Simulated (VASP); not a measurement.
# SiGe3 (P6/mmm) in VASP: a series of runs

The runs below take SiGe3 through relaxation of cell and atoms, single point, with PBE.

Program: VASP 6.6.1. These are calculated values, not measurements. Logs are shortened: lines on timing, memory, paths and dates and some standing lists are left out, and cuts for length are marked.

## Step 1: The cell of the first run

The structure is hexagonal, space group P6/mmm (No. 191). The conventional cell has a = 2.821 Å, b = 2.821 Å, c = 10.597 Å, α = 90.00°, β = 90.00°, γ = 120.00°. Si (site symmetry 6/mmm) has 2 Ge at 2.65 Å and 6 Si at 2.82 Å within 3.5 Å. Within 3.5 Å of Ge (site symmetry 6mm) lie 1 Si at 2.65 Å and 7 Ge at 2.65 to 2.82 Å. Within 3.5 Å of Ge (site symmetry 6/mmm) lie 8 Ge at 2.65 to 2.82 Å.

## Step 2: Relaxation of cell and atoms, PBE

INCAR reads:

```
ALGO     = Normal         # electronic algorithm
EDIFF    = 1E-7           # SCF threshold, eV
EDIFFG   = -0.04          # ionic threshold
ENCUT    = 600            # plane-wave cutoff, eV
GGA      = PE             # functional
IBRION   = 2              # ionic algorithm
ISIF     = 3              # what is computed and relaxed
ISMEAR   = 0              # smearing method
LASPH    = True           # aspherical terms in the spheres
LCHARG   = False          # write CHGCAR
LREAL    = False          # projectors in reciprocal space
LWAVE    = False          # write WAVECAR
NELM     = 80             # most SCF steps
NSW      = 90             # ionic steps
PREC     = Accurate       # precision mode
SIGMA    = 0.1            # smearing width, eV
```

KPOINTS reads:

```
k-points
0
Gamma
  6 6 2
```

POSCAR reads:

```
SiGe3
1.0
    2.8212659300      0.0000000000      0.0000000000
   -1.4106329600      2.4432879700      0.0000000000
    0.0000000000      0.0000000000     10.5973308500
Si Ge
1 3
Direct
    0.0000000000      0.0000000000      0.0000000000
    0.0000000000      0.0000000000      0.2500000000
    0.0000000000      0.0000000000      0.5000000000
    0.0000000000      0.0000000000      0.7500000000
```

Potentials or basis: VASP PAW PBE potentials, release 64 (Si, Ge_d).

Run with:

```bash
$ cat potpaw_PBE.64/Si/POTCAR potpaw_PBE.64/Ge_d/POTCAR > POTCAR
$ mpirun -np 1 vasp_std > vasp.out
```

OUTCAR:

```text
EDIFF = 1E-7
   EDIFFG = -0.04
   ENCUT = 600
   GGA = PE
   IBRION = 2
   ISIF = 3
   ISMEAR = 0
   LASPH = True
   LREAL = False
   NELM = 80
   NSW = 90
   PREC = Accurate

 ion  position               nearest neighbor table
   1  0.000  0.000  0.000-   2 2.65   4 2.65
   2  0.000  0.000  0.250-   1 2.65   3 2.65
   3  0.000  0.000  0.500-   2 2.65   4 2.65
   4  0.000  0.000  0.750-   1 2.65   3 2.65

  LATTYP: Found a hexagonal cell.
 ALAT       =     2.8212659300
 C/A-ratio  =     3.7562325257

  Lattice vectors:

 A1 = (   2.8212659300,   0.0000000000,   0.0000000000)
 A2 = (  -1.4106329600,   2.4432879700,   0.0000000000)
 A3 = (   0.0000000000,   0.0000000000,  10.5973308500)

Analysis of symmetry for initial positions (statically):
=====================================================================
 Subroutine PRICEL returns:
 Original cell was already a primitive cell.

 Routine SETGRP: Setting up the symmetry group for a
 hexagonal supercell.

 Subroutine GETGRP returns: Found 24 space group operations
 (whereof 24 operations were pure point group operations)
 out of a pool of 24 trial point group operations.

The static configuration has the point symmetry D_6h.

Analysis of symmetry for dynamics (positions and initial velocities):
=====================================================================
 Subroutine PRICEL returns:
 Original cell was already a primitive cell.

 Routine SETGRP: Setting up the symmetry group for a
 hexagonal supercell.

 Subroutine GETGRP returns: Found 24 space group operations
 (whereof 24 operations were pure point group operations)
 out of a pool of 24 trial point group operations.

The dynamic configuration has the point symmetry D_6h.

 Subroutine INISYM returns: Found 24 space group operations
 (whereof 24 operations are pure point group operations),
 and found     1 'primitive' translations

----------------------------------------------------------------------------------------

                                     Primitive cell

  volume of cell :      73.0492

  direct lattice vectors                    reciprocal lattice vectors
     2.821265930  0.000000000  0.000000000     0.354450812  0.204642271  0.000000000
    -1.410632960  2.443287970  0.000000000     0.000000000  0.409284543  0.000000000
     0.000000000  0.000000000 10.597330850     0.000000000  0.000000000  0.094363384
[... 78 lines left out ...]
   LREAL  =      F    real-space projection
   EDIFFG = -.4E-01   stopping-criterion for IOM
   NSW    =     90    number of steps for IOM
   IBRION =      2    ionic relax: 0-MD 1-quasi-New 2-CG
   NFREE  =      1    steps in history (QN), initial steepest desc. (CG)
   ISIF   =      3    stress and relaxation
   ISYM   =      2    0-nonsym 1-usesym 2-fastsym
   POTIM  = 0.5000    time-step for ionic-motion
   TEBEG  =    0.0;   TEEND  =   0.0 temperature during run
   PSTRESS=    0.0 pullay stress
   NELECT =      46.0000    total number of electrons
   NUPDOWN=      -1.0000    fix difference up-down
   EMIN   =  10.00;   EMAX   =-10.00  energy-range for DOS
   EFERMI =   0.00;   METHOD = LEGACY
   ISMEAR =     0;   SIGMA  =   0.10  broadening in eV -4-tet -1-fermi 0-gaus
   EFERMI_NEDOS =   21; number of points for ismear=-14 and -15
   IALGO  =     38    algorithm
   IMIX   =      4    mixing-type and parameters
     AMIX     =   0.40;   BMIX     =  1.00
     AMIX_MAG =   1.60;   BMIX_MAG =  1.00
  volume/ion in A,a.u.               =      18.26       123.24
  Fermi-wavevector in a.u.,A,eV,Ry     =   1.403209  2.651681 26.789813  1.968996
  Thomas-Fermi vector in A             =   2.525894
   LORBIT       =      0    0 simple, 1 ext, 2 COOP (PROOUT), +10 PAW based schemes
   GGA     = PE    functional components
   LHFCALC =     F    Hartree Fock is set to
   AEXX    =    0.0000 exact exchange contribution
   IVDW    =     0    specifies the selected vdW correction
   LEPSILON=     F    determine dielectric tensor
   LRPA    =     F    only Hartree local field effects (RPA)
 conjugate gradient relaxation of ions
 non-spin polarized calculation
 Gauss-broadening in eV      SIGMA  =   0.10
  energy-cutoff  :      600.00
  volume of cell :       73.05
 maximum number of plane-waves:      2466
 NGX is ok and might be reduce to    24
   NGX = 11   NGY = 11   NGZ = 43

--------------------------------------- Ionic step        1  -------------------------------------------

 number of electron      45.9999978 magnetization

 Free energy of the ion-electron system (eV)
  ---------------------------------------------------
  ext. energy  EPLUGINS =         0.00000000
  ---------------------------------------------------
  free energy    TOTEN  =       -17.53577130 eV

  energy without entropy =      -17.52039068  energy(sigma->0) =      -17.52808099

------------------------ aborting loop because EDIFF is reached ----------------------------------------

  FORCE on cell =-STRESS in cart. coord.  units (eV):
  Direction    XX          YY          ZZ          XY          YZ          ZX
  --------------------------------------------------------------------------------------
  -------------------------------------------------------------------------------------
  Total       -1.8932386     -1.8932386      6.4364064     -0.0000000      0.0000000      0.0000000
  in kB      -41.5241509    -41.5241511    141.1688467     -0.0000001      0.0000000      0.0000000
  external PRESSURE =      19.3735149 kB  Pullay stress =       0.0000000 kB
[... 95 lines left out ...]
  FREE ENERGIE OF THE ION-ELECTRON SYSTEM (eV)
  ---------------------------------------------------
  free  energy   TOTEN  =       -17.7248990074 eV

  energy  without entropy=      -17.7093035265  energy(sigma->0) =      -17.71710127

[... ionic steps 4 to 8 ...]

--------------------------------------- Ionic step        9  -------------------------------------------

 number of electron      45.9999983 magnetization

------------------------ aborting loop because EDIFF is reached ----------------------------------------
[... 71 lines left out ...]
--------------------------------------- Ionic step       11  -------------------------------------------

 number of electron      45.9999979 magnetization

 Free energy of the ion-electron system (eV)
  ---------------------------------------------------
  ext. energy  EPLUGINS =         0.00000000
  ---------------------------------------------------
  free energy    TOTEN  =       -17.76695386 eV

  energy without entropy =      -17.75651038  energy(sigma->0) =      -17.76173212

 E-fermi :   6.9015     XC(G=0): -10.9476

 val. band max:        6.8916352479   @ k =   0.1667   0.1667   0.0000
 cond. band min:       6.9709700958   @ k =   0.1667   0.1667   0.0000
 fundamental gap:      0.0793348478
 Fermi energy:         6.9015072978

 k-point     1 :       0.0000    0.0000    0.0000
  band No.  band energies     occupation
      1     -18.0624      2.00000
      2     -18.0141      2.00000
      3     -18.0141      2.00000
      4     -17.9263      2.00000
      5     -17.9263      2.00000
      6     -17.9051      2.00000
[... 440 lines left out ...]
  FREE ENERGIE OF THE ION-ELECTRON SYSTEM (eV)
  ---------------------------------------------------
  free  energy   TOTEN  =       -17.7669538595 eV

  energy  without entropy=      -17.7565103764  energy(sigma->0) =      -17.76173212

 reached required accuracy - stopping structural energy minimisation
```

Wall time 2.2 min (1 thread of Intel Xeon 6975P-C (Granite Rapids), shared host); peak memory 0.23 GiB.

Results:

```yaml
Free_energy: -17.7670 eV
Relaxed_volume: 18.77 Å³/atom
Relaxed_cell: a = 2.782 Å, b = 2.782 Å, c = 11.207 Å, α = 90.00°, β = 90.00°, γ = 120.00°
Space_group_after_relaxing_to_0.1_Å: P6/mmm (No. 191)
Energy_gained_by_relaxing: 57.8 meV/atom
Ionic_steps: 11
Pressure_after_relaxing: -0.1 GPa
Largest_force_after_relaxing: 0.011 eV/Å
```

Forces in eV/Å, atoms in the order of the input:
```
Si   0.000  0.000  0.000
Ge   0.000  0.000  0.011
Ge   0.000  0.000  0.000
Ge   0.000  0.000 -0.011
```

Step by step:
```tsv
step	energy change (eV)	largest force (eV/Å)	pressure (GPa)	volume (Å³)
1	0.0000	0.6126	1.94	73.05
2	-0.1621	0.3647	-0.12	75.17
3	-0.1891	0.3553	0.32	74.54
4	-0.1891	0.3539	0.30	74.56
5	-0.2009	0.3101	-0.12	74.99
6	-0.2174	0.1379	-1.28	76.26
7	-0.2244	0.0874	-0.93	75.89
8	-0.2302	0.0012	-0.35	75.30
9	-0.2306	0.0407	-0.05	75.08
10	-0.2306	0.0343	-0.10	75.11
11	-0.2312	0.0110	-0.07	75.09
```

Final structure:
```
Si Ge
1.0
     2.78150    0.00000    0.00000
    -1.39075    2.40885    0.00000
     0.00000    0.00000   11.20652
Si Ge
1 3
Direct
  0.00000 0.00000 0.00000
  0.00000 0.00000 0.23849
  0.00000 0.00000 0.50000
  0.00000 0.00000 0.76151
```

Caveat: the k points lie up to 0.43 Å⁻¹ apart in the final cell; the highest band is partly filled, so the run has too few bands.

## Step 3: Single point, PBE

INCAR reads:

```
SYSTEM = SiGe3
ALGO = Normal
EDIFF = 1E-6
ENCUT = 520
GGA = PE
ISIF = 2
ISMEAR = 0
LASPH = .True.
LCHARG = .False.
LREAL = .False.
LWAVE = .False.
NBANDS = 31
NELM = 60
PREC = Accurate
SIGMA = 0.1
```

KPOINTS reads:

```
k-points
0
Gamma
  18 18 4
  0 0 0
```

POSCAR reads:

```
SiGe3
1.0
    2.8290619069      0.0000000000      0.0000000000
   -1.4145309535      2.4500394802      0.0000000000
    0.0000000000      0.0000000000     10.5411655714
Si Ge
1 3
Direct
    0.0000000000      0.0000000000      0.0000000000
    0.0000000000      0.0000000000      0.2436572842
    0.0000000000      0.0000000000      0.5000000000
    0.0000000000      0.0000000000      0.7563427158
```

Potentials or basis: VASP PAW PBE potentials, release 64 (Si, Ge_d).

Run with:

```bash
$ cat potpaw_PBE.64/Si/POTCAR potpaw_PBE.64/Ge_d/POTCAR > POTCAR
$ mpirun -np 1 vasp_std > vasp.out
```

It took 92 s on 1 thread of Intel Xeon 6975P-C (Granite Rapids), shared host; peak memory 0.34 GiB.

It converged, with:

```yaml
Free_energy: -17.7815 eV
Pressure: -0.1 GPa
Largest_force: 0.003 eV/Å
Band_gap_on_the_k_mesh: zero (bands 23 and 24 overlap by 9.49 eV)
```

Forces in eV/Å, atoms in the order of the input:
```
Si   0.000  0.000  0.000
Ge   0.000  0.000 -0.003
Ge   0.000  0.000  0.000
Ge   0.000  0.000  0.003
```

Levels at points of the mesh, in eV from the Fermi level:
```
           k point  band 19  band 20  band 21  band 22  band 23  band 24  band 25  band 26  band 27  band 28
(0.00, 0.00, 0.00)    -9.01    -6.07    -0.70    -0.63     7.02     8.25     8.25     9.41     9.52     9.52
(0.50, 0.00, 0.00)    -5.75    -4.58    -4.50    -3.38    -2.45    -1.96     3.03     3.73     3.81     4.12
(0.00, 0.00, 0.50)    -9.97    -4.23    -4.04     3.14     3.78     8.36     8.36     8.95     8.95    10.75
(0.50, 0.00, 0.50)    -5.48    -5.37    -4.74    -3.41    -3.12     0.15     0.56     4.14     4.29     4.63
```

## Step 4: Single point, PBE

INCAR reads:

```
SYSTEM = SiGe3
PREC = Accurate
ENCUT = 520
EDIFF = 1E-7
ISMEAR = 0
SIGMA = 0.1
LREAL = .False.
LASPH = .True.
NELM = 60
ALGO = Normal
ISIF = 2
LWAVE = .False.
LCHARG = .True.
GGA = PE
LELF = .True.
LVHAR = .True.
NBANDS = 31
```

KPOINTS reads:

```
Automatic mesh
0
Gamma
  18 18 6
  0 0 0
```

POSCAR reads:

```
SiGe3
1.0
    2.8285435322      0.0000000000      0.0000000000
   -1.4142717661      2.4495905546      0.0000000000
    0.0000000000      0.0000000000     10.5559561360
Si Ge
1 3
Direct
    0.0000000000      0.0000000000      0.0000000000
    0.0000000000      0.0000000000      0.2435317624
    0.0000000000      0.0000000000      0.5000000000
    0.0000000000      0.0000000000      0.7564682376
```

Run with:

```bash
$ cat potpaw_PBE.64/Si/POTCAR potpaw_PBE.64/Ge_d/POTCAR > POTCAR
$ mpirun -np 1 vasp_std > vasp.out
```

Wall time 2.4 min (1 thread of Intel Xeon 6975P-C (Granite Rapids), shared host); peak memory 0.39 GiB.

Results (log left out):

```
Free energy            : -17.7868 eV
Pressure               : -0.1 GPa
Band gap on the k mesh : zero (bands 23 and 24 overlap by 9.44 eV)
```

Levels at points of the mesh, in eV from the Fermi level:
```tsv
k point	band 21	band 22	band 23	band 24	band 25	band 26
(0.00, 0.00, 0.00)	-0.71	-0.64	6.98	8.28	8.28	9.39
(0.50, 0.00, 0.00)	-4.50	-3.39	-2.46	-1.94	3.04	3.73
(0.00, 0.00, 0.50)	-4.03	3.11	3.76	8.38	8.38	8.97
(0.50, 0.00, 0.50)	-4.72	-3.42	-3.11	0.15	0.56	4.15
```

[end of part 1 of 2]
